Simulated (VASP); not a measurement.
Zn, 1 atom in the cell. Symmetry: P6/mmm, No. 191, hexagonal system. The conventional cell has a = 2.072 Å, b = 2.072 Å, c = 2.037 Å, α = 90.00°, β = 90.00°, γ = 120.00°. Within 2.7 Å of Zn (site symmetry 6/mmm) lie 8 Zn at 2.04 to 2.07 Å. 

| Quantity | Value |
| --- | --- |
| Program | VASP 6.6.1 |
| Task | single point |
| Functional | PBE |
| Potentials or basis | VASP PAW PBE potentials, release 64 (Zn) |
| Cutoff | 520 eV |
| k mesh | 16 × 16 × 15 |
| Occupations | fermi-dirac, width 0.1 eV |
| Spin | no spin polarisation |
| Dipole correction | no |
| Further INCAR settings | ALGO = Normal; EDIFF = 1e-07; NBANDS = 12 |

Potentials or basis: VASP PAW PBE potentials, release 64 (Zn).

The run is started by

```bash
$ cat potpaw_PBE.64/Zn/POTCAR > POTCAR
$ mpirun -np 1 vasp_std > vasp.out
```

Hardware: 1 thread of Intel(R) Xeon(R) Platinum 8259CL CPU @ 2.50GHz (Skylake/Cascade Lake), on a shared host.

Task: How long does it take, and how much memory?

Result: Run time: 9.8 s on 1 thread of Intel(R) Xeon(R) Platinum 8259CL CPU @ 2.50GHz (Skylake/Cascade Lake), on a shared host, peak memory 0.13 GiB. Counts: scf iterations 13, k points 240.
